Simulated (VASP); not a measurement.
# Li2Se (Fm-3m) in VASP: single point with PBE

Aim: the single point of Li2Se with PBE.

Everything below comes from runs of VASP 6.6.1. Logs are shortened: lines on timing, memory, paths and dates and some standing lists are left out, and cuts for length are marked.

## Step 1: The cell of the first run

It takes space group Fm-3m (No. 225, cubic). The conventional cell has a = 5.993 Å, b = 5.993 Å, c = 5.993 Å, α = 90.00°, β = 90.00°, γ = 90.00°. Within 3.4 Å of Li (site symmetry -43m) lie 4 Se at 2.60 Å and 6 Li at 3.00 Å. Se (site symmetry m-3m) has 8 Li at 2.60 Å within 3.4 Å.

## Step 2: Single point, PBE

Contents of POSCAR:

```
Li2Se
1.0
    0.0000000000      2.9965590000      2.9965590000
    2.9965590000      0.0000000000      2.9965590000
    2.9965590000      2.9965590000      0.0000000000
Li Se
2 1
Direct
    0.2500000000      0.2500000000      0.2500000000
    0.7500000000      0.7500000000      0.7500000000
    0.0000000000      0.0000000000      0.0000000000
```

Contents of INCAR.step1:

```
SYSTEM = Li2Se
ALGO = Normal
EDIFF = 1E-6
ENCUT = 650
GGA = PE
GGA_COMPAT = .False.
ISIF = 2
ISMEAR = -1
LASPH = .True.
LCHARG = .True.
LORBIT = 11
LREAL = .False.
LWAVE = .False.
NBANDS = 13
NEDOS = 2001
NELM = 120
PREC = Accurate
SIGMA = 0.0584
```

Contents of KPOINTS.step1:

```
k-points
0
Gamma
  7 7 7
  0 0 0
```

Contents of INCAR.step2:

```
SYSTEM = Li2Se
ALGO = Normal
EDIFF = 1E-6
ENCUT = 650
GGA = PE
GGA_COMPAT = .False.
ICHARG = 11
ISIF = 2
ISMEAR = -5
LASPH = .True.
LCHARG = .False.
LORBIT = 11
LREAL = .False.
LWAVE = .False.
NBANDS = 13
NEDOS = 1001
NELM = 120
PREC = Accurate
SIGMA = 0.0584
```

Contents of KPOINTS.step2:

```
k-points
0
Gamma
  11 11 11
  0 0 0
```

Potentials or basis: VASP PAW PBE potentials, release 64 (Li_sv, Se).

Launch:

```bash
> cat potpaw_PBE.64/Li_sv/POTCAR potpaw_PBE.64/Se/POTCAR > POTCAR
> cp INCAR.step1 INCAR
> cp KPOINTS.step1 KPOINTS
> mpirun -np 1 vasp_std > vasp.out
> cp INCAR.step2 INCAR
> cp KPOINTS.step2 KPOINTS
> mpirun -np 1 vasp_std > vasp.out
```

OUTCAR:

```text
SYSTEM = Li2Se
   EDIFF = 1E-6
   ENCUT = 650
   GGA = PE
   ICHARG = 11
   ISIF = 2
   ISMEAR = -5
   LASPH = .True.
   LORBIT = 11
   LREAL = .False.
   NELM = 120
   PREC = Accurate

 ion  position               nearest neighbor table
   1  0.250  0.250  0.250-   3 2.60   3 2.60   3 2.60   3 2.60
   2  0.750  0.750  0.750-   3 2.60   3 2.60   3 2.60   3 2.60
   3  0.000  0.000  0.000-   1 2.60   2 2.60   2 2.60   2 2.60   2 2.60   1 2.60   1 2.60   1 2.60

  LATTYP: Found a face centered cubic cell.
 ALAT       =     5.9931180000

  Lattice vectors:

 A1 = (   0.0000000000,   2.9965590000,   2.9965590000)
 A2 = (   2.9965590000,   0.0000000000,   2.9965590000)
 A3 = (   2.9965590000,   2.9965590000,   0.0000000000)

Analysis of symmetry for initial positions (statically):
=====================================================================
 Subroutine PRICEL returns:
 Original cell was already a primitive cell.

 Routine SETGRP: Setting up the symmetry group for a
 face centered cubic supercell.

 Subroutine GETGRP returns: Found 48 space group operations
 (whereof 48 operations were pure point group operations)
 out of a pool of 48 trial point group operations.

The static configuration has the point symmetry O_h .

Analysis of symmetry for dynamics (positions and initial velocities):
=====================================================================
 Subroutine PRICEL returns:
 Original cell was already a primitive cell.

 Routine SETGRP: Setting up the symmetry group for a
 face centered cubic supercell.

 Subroutine GETGRP returns: Found 48 space group operations
 (whereof 48 operations were pure point group operations)
 out of a pool of 48 trial point group operations.

The dynamic configuration has the point symmetry O_h .

 Subroutine INISYM returns: Found 48 space group operations
 (whereof 48 operations are pure point group operations),
 and found     1 'primitive' translations

----------------------------------------------------------------------------------------

                                     Primitive cell

  volume of cell :      53.8144

  direct lattice vectors                    reciprocal lattice vectors
     0.000000000  2.996559000  2.996559000    -0.166858053  0.166858053  0.166858053
     2.996559000  0.000000000  2.996559000     0.166858053 -0.166858053  0.166858053
     2.996559000  2.996559000  0.000000000     0.166858053  0.166858053 -0.166858053

  length of vectors
     4.237774378  4.237774378  4.237774378     0.289006625  0.289006625  0.289006625

  position of ions in fractional coordinates (direct lattice)
     0.250000000  0.250000000  0.250000000
     0.750000000  0.750000000  0.750000000
     0.000000000  0.000000000  0.000000000

  ion indices of the primitive-cell ions
   primitive index   ion index
                 1           1
                 2           2
                 3           3

----------------------------------------------------------------------------------------

 KPOINTS: k-points

Automatic generation of k-mesh.
 Grid dimensions read from file:
 generate k-points for:   11   11   11

 Generating k-lattice:

  Cartesian coordinates                     Fractional coordinates (reciprocal lattice)
    -0.015168914  0.015168914  0.015168914     0.090909091  0.000000000  0.000000000
     0.015168914 -0.015168914  0.015168914     0.000000000  0.090909091  0.000000000
     0.015168914  0.015168914 -0.015168914     0.000000000  0.000000000  0.090909091

  Length of vectors
     0.026273330  0.026273330  0.026273330

  Shift w.r.t. Gamma in fractional coordinates (k-lattice)
     0.000000000  0.000000000  0.000000000

 TETIRR: Found    201 inequivalent tetrahedra from     7986

 Subroutine IBZKPT returns following result:
 ===========================================

 Found     56 irreducible k-points:

 Following reciprocal coordinates:
            Coordinates               Weight
  0.000000  0.000000  0.000000      1.000000
  0.090909  0.000000  0.000000      8.000000
  0.181818  0.000000  0.000000      8.000000
  0.272727  0.000000  0.000000      8.000000
  0.363636  0.000000  0.000000      8.000000
  0.454545  0.000000  0.000000      8.000000
[... 16 lines left out ...]
 -0.272727  0.181818  0.000000     24.000000
 -0.181818  0.181818  0.000000     12.000000
 [... further k-points ...]
   k-points           NKPTS =     56   k-points in BZ     NKDIM =     56   number of bands    NBANDS=     13
   number of dos      NEDOS =   1001   number of ions     NIONS =      3
   total plane-waves  NPLWV =  46656
   dimension x,y,z NGX =    36 NGY =   36 NGZ =   36
   dimension x,y,z NGXF=    72 NGYF=   72 NGZF=   72
   ions per type =               2   1
   NGX,Y,Z   is equivalent  to a cutoff of  14.12, 14.12, 14.12 a.u.
   NGXF,Y,Z  is equivalent  to a cutoff of  28.25, 28.25, 28.25 a.u.
 SYSTEM =  Li2Se
   PREC   = accura    normal or accurate (medium, high low for compatibility)
   ISTART =      0    job   : 0-new  1-cont  2-samecut
   ICHARG =     11    charge: 1-file 2-atom 10-const
   ISPIN  =      1    spin polarized calculation?
   LNONCOLLINEAR =      F non collinear calculations
   LSORBIT =      F    spin-orbit coupling
   LASPH  =      T    aspherical Exc in radial PAW
   ENCUT  =  650.0 eV  47.77 Ry    6.91 a.u.   8.81  8.81  8.81*2*pi/ulx,y,z
   NELM   =    120;   NELMIN=  2; NELMDL=  0     # of ELM steps
   EDIFF  = 0.1E-05   stopping-criterion for ELM
   LREAL  =      F    real-space projection
   EDIFFG = 0.1E-04   stopping-criterion for IOM
   NSW    =      0    number of steps for IOM
   IBRION =     -1    ionic relax: 0-MD 1-quasi-New 2-CG
   NFREE  =      0    steps in history (QN), initial steepest desc. (CG)
   ISIF   =      2    stress and relaxation
   ISYM   =      2    0-nonsym 1-usesym 2-fastsym
   POTIM  = 0.5000    time-step for ionic-motion
   TEBEG  =    0.0;   TEEND  =   0.0 temperature during run
   PSTRESS=    0.0 pullay stress
   NELECT =      12.0000    total number of electrons
   NUPDOWN=      -1.0000    fix difference up-down
   EMIN   =  10.00;   EMAX   =-10.00  energy-range for DOS
   EFERMI =   0.00;   METHOD = LEGACY
   ISMEAR =    -5;   SIGMA  =   0.06  broadening in eV -4-tet -1-fermi 0-gaus
   EFERMI_NEDOS =   21; number of points for ismear=-14 and -15
   IALGO  =     38    algorithm
   IMIX   =      4    mixing-type and parameters
     AMIX     =   0.40;   BMIX     =  1.00
     AMIX_MAG =   1.60;   BMIX_MAG =  1.00
  volume/ion in A,a.u.               =      17.94       121.05
  Fermi-wavevector in a.u.,A,eV,Ry     =   0.992741  1.876008 13.409001  0.985534
  Thomas-Fermi vector in A             =   2.124574
   LORBIT       =     11    0 simple, 1 ext, 2 COOP (PROOUT), +10 PAW based schemes
   GGA     = PE    functional components
   LHFCALC =     F    Hartree Fock is set to
   AEXX    =    0.0000 exact exchange contribution
   IVDW    =     0    specifies the selected vdW correction
   LEPSILON=     F    determine dielectric tensor
   LRPA    =     F    only Hartree local field effects (RPA)
 non-spin polarized calculation
 Fermi weights with tetrahedron method with Bloechl corrections
  energy-cutoff  :      650.00
  volume of cell :       53.81
 maximum number of plane-waves:      2085

 number of electron      11.9999993 magnetization

 Free energy of the ion-electron system (eV)
  ---------------------------------------------------
  ext. energy  EPLUGINS =         0.00000000
  ---------------------------------------------------
  free energy    TOTEN  =       -11.13157139 eV

  energy without entropy =      -11.13157139  energy(sigma->0) =      -11.13157139

 E-fermi :   1.0715     XC(G=0):  -8.2836

 val. band max:        1.0300662145   @ k =   0.0000   0.0000   0.0000
 cond. band min:       4.0544314953   @ k =   0.4545   0.4545   0.0000
 fundamental gap:      3.0243652808
 Fermi energy:         1.0714600167

 k-point     1 :       0.0000    0.0000    0.0000
  band No.  band energies     occupation
      1     -43.6763      2.00000
      2     -43.6521      2.00000
      3     -10.3738      2.00000
      4       1.0301      2.00000
      5       1.0301      2.00000
      6       1.0301      2.00000
      7       4.4422      0.00000
      8       6.6518      0.00000
      9       6.6518      0.00000
     10       6.6518      0.00000
     11      11.6273      0.00000
     12      11.6273      0.00000
     13      11.9722      0.00000

 k-point     2 :       0.0909    0.0000    0.0000
  band No.  band energies     occupation
      1     -43.6757      2.00000
      2     -43.6524      2.00000
      3     -10.3473      2.00000
      4       0.6499      2.00000
      5       0.9788      2.00000
      6       0.9788      2.00000
      7       4.7372      0.00000
      8       6.7814      0.00000
      9       6.7814      0.00000
     10       6.8485      0.00000
     11      10.7205      0.00000
     12      10.7205      0.00000
     13      12.0240      0.00000

 k-point     3 :       0.1818    0.0000    0.0000
  band No.  band energies     occupation
      1     -43.6742      2.00000
      2     -43.6537      2.00000
      3     -10.2744      2.00000
      4      -0.1346      2.00000
      5       0.8511      2.00000
      6       0.8511      2.00000
      7       5.2524      0.00000
      8       7.0614      0.00000
      9       7.0614      0.00000
     10       7.4034      0.00000
     11      10.1002      0.00000
     12      10.1002      0.00000
     13      12.2006      0.00000

 k-point     4 :       0.2727    0.0000    0.0000
  band No.  band energies     occupation
      1     -43.6718      2.00000
      2     -43.6558      2.00000
      3     -10.1738      2.00000
      4      -0.9207      2.00000
      5       0.7012      2.00000
      6       0.7012      2.00000
      7       5.6744      0.00000
      8       7.2047      0.00000
      9       7.2047      0.00000
     10       8.1023      0.00000
     11      10.1661      0.00000
     12      10.1661      0.00000
     13      12.5314      0.00000

 k-point     5 :       0.3636    0.0000    0.0000
  band No.  band energies     occupation
      1     -43.6688      2.00000
      2     -43.6587      2.00000
      3     -10.0755      2.00000
      4      -1.5232      2.00000
      5       0.5772      2.00000
      6       0.5772      2.00000
      7       5.9761      0.00000
      8       7.1163      0.00000
      9       7.1163      0.00000
     10       8.6645      0.00000
     11      10.9601      0.00000
     12      10.9601      0.00000
     13      12.9910      0.00000
[... 257 lines left out ...]
 k-point    22 :      -0.3636    0.1818    0.0000
  band No.  band energies     occupation
      1     -43.6659      2.00000
      2     -43.6613      2.00000
      3      -9.9829      2.00000
      4      -1.5880      2.00000
      5      -0.2020      2.00000
      6       0.3746      2.00000
      7       6.3573      0.00000
      8       7.1585      0.00000
      9       7.8711      0.00000
     10       9.3473      0.00000
     11      10.2731      0.00000
     12      11.5271      0.00000
     13      13.7325      0.00000

 k-point    23 :      -0.2727    0.1818    0.0000
  band No.  band energies     occupation
      1     -43.6687      2.00000
      2     -43.6586      2.00000
      3     -10.0507      2.00000
      4      -1.2669      2.00000
      5      -0.1543      2.00000
      6       0.5710      2.00000
      7       6.4941      0.00000
      8       6.9873      0.00000
      9       7.9309      0.00000
     10       8.6488      0.00000
     11       9.1076      0.00000
     12      12.7371      0.00000
     13      13.5579      0.00000

 k-point    24 :      -0.1818    0.1818    0.0000
  band No.  band energies     occupation
      1     -43.6712      2.00000
      2     -43.6563      2.00000
      3     -10.1407      2.00000
      4      -0.8331      2.00000
      5       0.0773      2.00000
      6       0.7605      2.00000
      7       6.0989      0.00000
      8       7.2179      0.00000
      9       7.6887      0.00000
     10       7.9852      0.00000
     11       8.7673      0.00000
     12      11.9657      0.00000
     13      13.5455      0.00000

 [... further k-points ...]

------------------------ aborting loop because EDIFF is reached ----------------------------------------

  FORCE on cell =-STRESS in cart. coord.  units (eV):
  Direction    XX          YY          ZZ          XY          YZ          ZX
  --------------------------------------------------------------------------------------
  -------------------------------------------------------------------------------------
  Total        0.0399692      0.0399692      0.0399692     -0.0000000     -0.0000000     -0.0000000
  in kB        1.1899744      1.1899744      1.1899744     -0.0000000     -0.0000000     -0.0000000
  external PRESSURE =       1.1899744 kB  Pullay stress =       0.0000000 kB

 VOLUME and BASIS-vectors are now :
 -----------------------------------------------------------------------------
  energy-cutoff  :      650.00
  volume of cell :       53.81
      direct lattice vectors                 reciprocal lattice vectors
     0.000000000  2.996559000  2.996559000    -0.166858053  0.166858053  0.166858053
     2.996559000  0.000000000  2.996559000     0.166858053 -0.166858053  0.166858053
     2.996559000  2.996559000  0.000000000     0.166858053  0.166858053 -0.166858053

 POSITION                                       TOTAL-FORCE (eV/Angst)
 -----------------------------------------------------------------------------------
      1.49828      1.49828      1.49828        -0.000000     -0.000000      0.000000
      4.49484      4.49484      4.49484         0.000000      0.000000     -0.000000
      0.00000      0.00000      0.00000         0.000000      0.000000      0.000000
 -----------------------------------------------------------------------------------
    total drift:                                0.000000      0.000000      0.000000

  FREE ENERGIE OF THE ION-ELECTRON SYSTEM (eV)
  ---------------------------------------------------
  free  energy   TOTEN  =       -11.1315713876 eV

  energy  without entropy=      -11.1315713876  energy(sigma->0) =      -11.13157139

 total charge

# of ion       s       p       d       tot
------------------------------------------
    1        2.019   0.053   0.000   2.072
    2        2.019   0.053   0.000   2.072
    3        1.420   2.503   0.004   3.927
--------------------------------------------------
tot          5.459   2.609   0.004   8.071
```

It took 72 s on 1 thread of AMD EPYC 7R13, shared host; peak memory 0.19 GiB.

Results:

```yaml
Valence_electrons_inside_the_program's_atomic_spheres: Li 2.07; Se 3.93
```
